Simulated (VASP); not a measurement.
# CdSe in VASP: notebook

The runs below take CdSe through single point, with PBE.

Program: VASP 6.6.1. These are calculated values, not measurements. Logs are shortened: lines on timing, memory, paths and dates and some standing lists are left out, and cuts for length are marked.

## (1) The cell of the first run

It takes space group I-4m2 (No. 119, tetragonal). The conventional cell has a = 4.215 Å, b = 4.215 Å, c = 6.144 Å, α = 90.00°, β = 90.00°, γ = 90.00°. Cd (site symmetry -4m2) has 4 Se at 2.61 Å within 3.4 Å. Se (site symmetry -4m2) has 4 Cd at 2.61 Å within 3.4 Å.

## (2) Single point, PBE (strained)

Contents of INCAR:

```
SYSTEM = CdSe
  ALGO = Normal
  EDIFF = 1E-7
  ENCUT = 520
  GGA = PE
  ISIF = 2
  ISMEAR = 0
  LASPH = .TRUE.
  LCHARG = .FALSE.
  LREAL = .FALSE.
  LWAVE = .FALSE.
  NBANDS = 16
  NELM = 100
  PREC = Accurate
  SIGMA = 0.05
```

Contents of KPOINTS:

```
k-points
0
G
  10 10 10
  0 0 0
```

Contents of POSCAR:

```
CdSe
1.0
    0.0000000000      3.0722361722      2.9801280362
    2.9801280362      0.0000000000      2.9801280362
    2.9801280362      3.0722361722      0.0000000000
Cd Se
1 1
Direct
    0.0000000000      0.0000000000      0.0000000000
    0.7500000000      0.7500000000      0.7500000000
```

Potentials or basis: VASP PAW PBE potentials, release 64 (Cd, Se).

The run is started by

```bash
$ cat potpaw_PBE.64/Cd/POTCAR potpaw_PBE.64/Se/POTCAR > POTCAR
$ mpirun -np 1 vasp_std > vasp.out
```

OUTCAR:

```text
SYSTEM = CdSe
   EDIFF = 1E-7
   ENCUT = 520
   GGA = PE
   ISIF = 2
   ISMEAR = 0
   LASPH = .TRUE.
   LREAL = .FALSE.
   NELM = 100
   PREC = Accurate

 ion  position               nearest neighbor table
   1  0.000  0.000  0.000-   2 2.61   2 2.61   2 2.61   2 2.61
   2  0.750  0.750  0.750-   1 2.61   1 2.61   1 2.61   1 2.61

  LATTYP: Found a body centered tetragonal cell.
 ALAT       =     4.2145374864
 C/A-ratio  =     1.4579232868

  Lattice vectors:

 A1 = (   0.0000000000,  -3.0722361722,   2.9801280362)
 A2 = (   0.0000000000,  -3.0722361722,  -2.9801280362)
 A3 = (   2.9801280362,   3.0722361722,   0.0000000000)

Analysis of symmetry for initial positions (statically):
=====================================================================
 Subroutine PRICEL returns:
 Original cell was already a primitive cell.

 Routine SETGRP: Setting up the symmetry group for a
 body centered tetragonal supercell.

 Subroutine GETGRP returns: Found  8 space group operations
 (whereof  8 operations were pure point group operations)
 out of a pool of 16 trial point group operations.

The static configuration has the point symmetry D_2d.

Analysis of symmetry for dynamics (positions and initial velocities):
=====================================================================
 Subroutine PRICEL returns:
 Original cell was already a primitive cell.

 Routine SETGRP: Setting up the symmetry group for a
 body centered tetragonal supercell.

 Subroutine GETGRP returns: Found  8 space group operations
 (whereof  8 operations were pure point group operations)
 out of a pool of 16 trial point group operations.

The dynamic configuration has the point symmetry D_2d.

 Subroutine INISYM returns: Found  8 space group operations
 (whereof  8 operations are pure point group operations),
 and found     1 'primitive' translations

----------------------------------------------------------------------------------------

                                     Primitive cell

  volume of cell :      54.5701

  direct lattice vectors                    reciprocal lattice vectors
     0.000000000  3.072236172  2.980128036    -0.167778026  0.162747905  0.167778026
     2.980128036  0.000000000  2.980128036     0.167778026 -0.162747905  0.167778026
     2.980128036  3.072236172  0.000000000     0.167778026  0.162747905 -0.167778026

  length of vectors
     4.280163339  4.214537486  4.280163339     0.287725238  0.287725238  0.287725238

  position of ions in fractional coordinates (direct lattice)
     0.000000000  0.000000000  0.000000000
     0.750000000  0.750000000  0.750000000

  ion indices of the primitive-cell ions
   primitive index   ion index
                 1           1
                 2           2

----------------------------------------------------------------------------------------

 KPOINTS: k-points

Automatic generation of k-mesh.
 Grid dimensions read from file:
 generate k-points for:   10   10   10

 Generating k-lattice:

  Cartesian coordinates                     Fractional coordinates (reciprocal lattice)
    -0.016777803  0.016274790  0.016777803     0.100000000  0.000000000 -0.000000000
     0.016777803 -0.016274790  0.016777803     0.000000000  0.100000000  0.000000000
     0.016777803  0.016274790 -0.016777803    -0.000000000  0.000000000  0.100000000

  Length of vectors
     0.028772524  0.028772524  0.028772524

  Shift w.r.t. Gamma in fractional coordinates (k-lattice)
     0.000000000  0.000000000  0.000000000

 Subroutine IBZKPT returns following result:
 ===========================================

 Found    102 irreducible k-points:

 Following reciprocal coordinates:
            Coordinates               Weight
  0.000000  0.000000  0.000000      1.000000
  0.100000  0.000000 -0.000000      8.000000
  0.200000  0.000000 -0.000000      8.000000
  0.300000  0.000000  0.000000      8.000000
  0.400000  0.000000 -0.000000      8.000000
  0.500000  0.000000  0.000000      4.000000
[... 16 lines left out ...]
  0.300000  0.300000  0.000000      4.000000
  0.400000  0.300000  0.000000     16.000000
 [... further k-points ...]
   k-points           NKPTS =    102   k-points in BZ     NKDIM =    102   number of bands    NBANDS=     16
   number of dos      NEDOS =    301   number of ions     NIONS =      2
   total plane-waves  NPLWV =  32768
   dimension x,y,z NGX =    32 NGY =   32 NGZ =   32
   dimension x,y,z NGXF=    64 NGYF=   64 NGZF=   64
   ions per type =               1   1
   NGX,Y,Z   is equivalent  to a cutoff of  12.43, 12.62, 12.43 a.u.
   NGXF,Y,Z  is equivalent  to a cutoff of  24.86, 25.25, 24.86 a.u.
 SYSTEM =  CdSe
   PREC   = accura    normal or accurate (medium, high low for compatibility)
   ISTART =      0    job   : 0-new  1-cont  2-samecut
   ICHARG =      2    charge: 1-file 2-atom 10-const
   ISPIN  =      1    spin polarized calculation?
   LNONCOLLINEAR =      F non collinear calculations
   LSORBIT =      F    spin-orbit coupling
   LASPH  =      T    aspherical Exc in radial PAW
   ENCUT  =  520.0 eV  38.22 Ry    6.18 a.u.   7.96  7.84  7.96*2*pi/ulx,y,z
   NELM   =    100;   NELMIN=  2; NELMDL= -5     # of ELM steps
   EDIFF  = 0.1E-06   stopping-criterion for ELM
   LREAL  =      F    real-space projection
   EDIFFG = 0.1E-05   stopping-criterion for IOM
   NSW    =      0    number of steps for IOM
   IBRION =     -1    ionic relax: 0-MD 1-quasi-New 2-CG
   NFREE  =      0    steps in history (QN), initial steepest desc. (CG)
   ISIF   =      2    stress and relaxation
   ISYM   =      2    0-nonsym 1-usesym 2-fastsym
   POTIM  = 0.5000    time-step for ionic-motion
   TEBEG  =    0.0;   TEEND  =   0.0 temperature during run
   PSTRESS=    0.0 pullay stress
   NELECT =      18.0000    total number of electrons
   NUPDOWN=      -1.0000    fix difference up-down
   EMIN   =  10.00;   EMAX   =-10.00  energy-range for DOS
   EFERMI =   0.00;   METHOD = LEGACY
   ISMEAR =     0;   SIGMA  =   0.05  broadening in eV -4-tet -1-fermi 0-gaus
   EFERMI_NEDOS =   21; number of points for ismear=-14 and -15
   IALGO  =     38    algorithm
   IMIX   =      4    mixing-type and parameters
     AMIX     =   0.40;   BMIX     =  1.00
     AMIX_MAG =   1.60;   BMIX_MAG =  1.00
  volume/ion in A,a.u.               =      27.29       184.13
  Fermi-wavevector in a.u.,A,eV,Ry     =   1.131134  2.137534 17.408177  1.279465
  Thomas-Fermi vector in A             =   2.267833
   LORBIT       =      0    0 simple, 1 ext, 2 COOP (PROOUT), +10 PAW based schemes
   GGA     = PE    functional components
   LHFCALC =     F    Hartree Fock is set to
   AEXX    =    0.0000 exact exchange contribution
   IVDW    =     0    specifies the selected vdW correction
   LEPSILON=     F    determine dielectric tensor
   LRPA    =     F    only Hartree local field effects (RPA)
 non-spin polarized calculation
 Gauss-broadening in eV      SIGMA  =   0.05
  energy-cutoff  :      520.00
  volume of cell :       54.57
 maximum number of plane-waves:      1494
   NGX = 15   NGY = 15   NGZ = 15

 number of electron      17.9999996 magnetization

 Free energy of the ion-electron system (eV)
  ---------------------------------------------------
  ext. energy  EPLUGINS =         0.00000000
  ---------------------------------------------------
  free energy    TOTEN  =        -5.42289596 eV

  energy without entropy =       -5.42289596  energy(sigma->0) =       -5.42289596

 E-fermi :   1.4934     XC(G=0):  -9.0260

 val. band max:        1.2219021578   @ k =   0.0000   0.0000   0.0000
 cond. band min:       1.8584080321   @ k =   0.0000   0.0000   0.0000
 fundamental gap:      0.6365058743
 Fermi energy:         1.4933541805

 k-point     1 :       0.0000    0.0000    0.0000
  band No.  band energies     occupation
      1     -11.5800      2.00000
      2      -6.8628      2.00000
      3      -6.8479      2.00000
      4      -6.8479      2.00000
      5      -6.4501      2.00000
      6      -6.4405      2.00000
[... 8 lines left out ...]
     15      12.0982      0.00000
     16      12.5942      0.00000

 k-point     2 :       0.1000    0.0000   -0.0000
  band No.  band energies     occupation
      1     -11.5425      2.00000
      2      -6.8475      2.00000
      3      -6.8355      2.00000
      4      -6.8202      2.00000
      5      -6.4502      2.00000
      6      -6.4420      2.00000
[... 8 lines left out ...]
     15      11.6917      0.00000
     16      11.9085      0.00000

 k-point     3 :       0.2000    0.0000   -0.0000
  band No.  band energies     occupation
      1     -11.4432      2.00000
      2      -6.8164      2.00000
      3      -6.8049      2.00000
      4      -6.7180      2.00000
      5      -6.4476      2.00000
      6      -6.4434      2.00000
[... 8 lines left out ...]
     15      11.3868      0.00000
     16      11.7026      0.00000

 k-point     4 :       0.3000    0.0000    0.0000
  band No.  band energies     occupation
      1     -11.3191      2.00000
      2      -6.7850      2.00000
      3      -6.7716      2.00000
      4      -6.5255      2.00000
      5      -6.4393      2.00000
      6      -6.4357      2.00000
[... 8 lines left out ...]
     15      11.5765      0.00000
     16      11.5947      0.00000
[... 324 lines left out ...]
 k-point    22 :      -0.2000    0.2000    0.0000
  band No.  band energies     occupation
      1     -11.2785      2.00000
      2      -6.7641      2.00000
      3      -6.7387      2.00000
      4      -6.5189      2.00000
      5      -6.4604      2.00000
      6      -6.3913      2.00000
[... 8 lines left out ...]
     15      12.5557      0.00000
     16      13.8247      0.00000

 k-point    23 :       0.3000    0.3000    0.0000
  band No.  band energies     occupation
      1     -11.2302      2.00000
      2      -6.6900      2.00000
      3      -6.6665      2.00000
      4      -6.6561      2.00000
      5      -6.4091      2.00000
      6      -6.3858      2.00000
[... 8 lines left out ...]
     15      12.9300      0.00000
     16      15.3530      0.00000

 k-point    24 :       0.4000    0.3000    0.0000
  band No.  band energies     occupation
      1     -11.1513      2.00000
      2      -6.6785      2.00000
      3      -6.6407      2.00000
      4      -6.5981      2.00000
      5      -6.3973      2.00000
      6      -6.2593      2.00000
[... 8 lines left out ...]
     15      13.3774      0.00000
     16      15.1442      0.00000

 [... further k-points ...]

------------------------ aborting loop because EDIFF is reached ----------------------------------------

  FORCE on cell =-STRESS in cart. coord.  units (eV):
  Direction    XX          YY          ZZ          XY          YZ          ZX
  --------------------------------------------------------------------------------------
  -------------------------------------------------------------------------------------
  Total        1.7637641      1.6229104      1.7637641      0.0000000     -0.0000000      0.0000000
  in kB       51.7841239     47.6486581     51.7841239      0.0000000     -0.0000000      0.0000000
  external PRESSURE =      50.4056353 kB  Pullay stress =       0.0000000 kB

 VOLUME and BASIS-vectors are now :
 -----------------------------------------------------------------------------
  energy-cutoff  :      520.00
  volume of cell :       54.57
      direct lattice vectors                 reciprocal lattice vectors
     0.000000000  3.072236172  2.980128036    -0.167778026  0.162747905  0.167778026
     2.980128036  0.000000000  2.980128036     0.167778026 -0.162747905  0.167778026
     2.980128036  3.072236172  0.000000000     0.167778026  0.162747905 -0.167778026

 POSITION                                       TOTAL-FORCE (eV/Angst)
 -----------------------------------------------------------------------------------
      0.00000      0.00000      0.00000        -0.000000      0.000000     -0.000000
      4.47019      4.60835      4.47019         0.000000     -0.000000      0.000000
 -----------------------------------------------------------------------------------
    total drift:                                0.000000      0.000001      0.000000

  FREE ENERGIE OF THE ION-ELECTRON SYSTEM (eV)
  ---------------------------------------------------
  free  energy   TOTEN  =        -5.4228959611 eV

  energy  without entropy=       -5.4228959611  energy(sigma->0) =       -5.42289596
```

It took 58 s on 1 thread of AMD EPYC 7R13 (Zen 3), shared host; peak memory 0.21 GiB.

Results:

| Item | Value |
| --- | --- |
| Free energy | -5.4229 eV |
| Pressure | 5.0 GPa |
| Band gap on the k mesh | 0.64 eV |

Stress tensor (GPa, compression positive):
```
5.18 0.00 0.00
0.00 4.76 0.00
0.00 0.00 5.18
```

Caveat: the cell differs from its parent crystal (strained); the cell stands under pressure; semilocal functionals underestimate gaps, and a narrow one can read as zero.

## (3) Single point, PBE (one atom moved)

Contents of INCAR:

```
  ALGO = Normal
  EDIFF = 1E-7
  ENCUT = 520
  GGA = PE
  ISIF = 2
  ISMEAR = 0
  LASPH = T
  LCHARG = T
  LELF = T
  LREAL = F
  LVHAR = T
  LWAVE = F
  NBANDS = 16
  NELM = 80
  PREC = Accurate
  SIGMA = 0.05
```

Contents of KPOINTS:

```
k-points
0
Gamma
  10 10 10
```

Contents of POSCAR:

```
CdSe
1.0
    0.0000000000      3.0702711986      3.0702711986
    3.0702711986      0.0000000000      3.0702711986
    3.0702711986      3.0702711986      0.0000000000
Cd Se
1 1
Direct
   -0.0172444050      0.0154953738      0.0135281209
    0.7500000000      0.7500000000      0.7500000000
```

Potentials or basis: VASP PAW PBE potentials, release 64 (Cd, Se).

The run is started by

```bash
$ cat potpaw_PBE.64/Cd/POTCAR potpaw_PBE.64/Se/POTCAR > POTCAR
$ mpirun -np 1 vasp_std > vasp.out
```

It took 5.2 min on 1 thread of AMD EPYC 7R13 (Zen 3), shared host; peak memory 0.54 GiB.

Results (log left out):

* Free energy: -5.4725 eV
* Pressure: 1.7 GPa
* Largest force: 0.412 eV/Å
* Band gap on the k mesh: 0.52 eV

Forces on the atoms (eV/Å):
```
Cd  -0.410  0.047  0.009
Se   0.410 -0.047 -0.009
```

Stress tensor (GPa, compression positive):
```
 1.60  0.04  0.17
 0.04  1.77 -1.50
 0.17 -1.50  1.78
```

Levels at points of the mesh, in eV from the valence-band top:
| k point | band 7 | band 8 | band 9 | band 10 | band 11 | band 12 |
| --- | --- | --- | --- | --- | --- | --- |
| (0.00, 0.00, 0.00) | -0.10 | -0.04 | 0.00 | 0.52 | 5.86 | 5.89 |
| (0.50, 0.00, 0.00) | -4.14 | -0.81 | -0.64 | 2.22 | 6.18 | 6.51 |
| (0.00, 0.50, 0.00) | -4.37 | -0.86 | -0.68 | 2.40 | 6.27 | 6.62 |
| (0.00, 0.00, 0.50) | -4.36 | -0.87 | -0.68 | 2.39 | 6.25 | 6.63 |
| (0.50, 0.50, 0.50) | -4.18 | -0.84 | -0.63 | 2.25 | 6.17 | 6.56 |
| (0.50, 0.50, 0.00) | -4.00 | -1.80 | -1.78 | 3.14 | 3.68 | 8.94 |
| (0.00, 0.50, 0.50) | -3.98 | -1.83 | -1.77 | 3.10 | 3.73 | 8.93 |
| (0.50, 0.00, 0.50) | -4.00 | -1.80 | -1.78 | 3.14 | 3.68 | 8.94 |

Caveat: the cell differs from its parent crystal (one atom moved); semilocal functionals underestimate gaps, and a narrow one can read as zero.
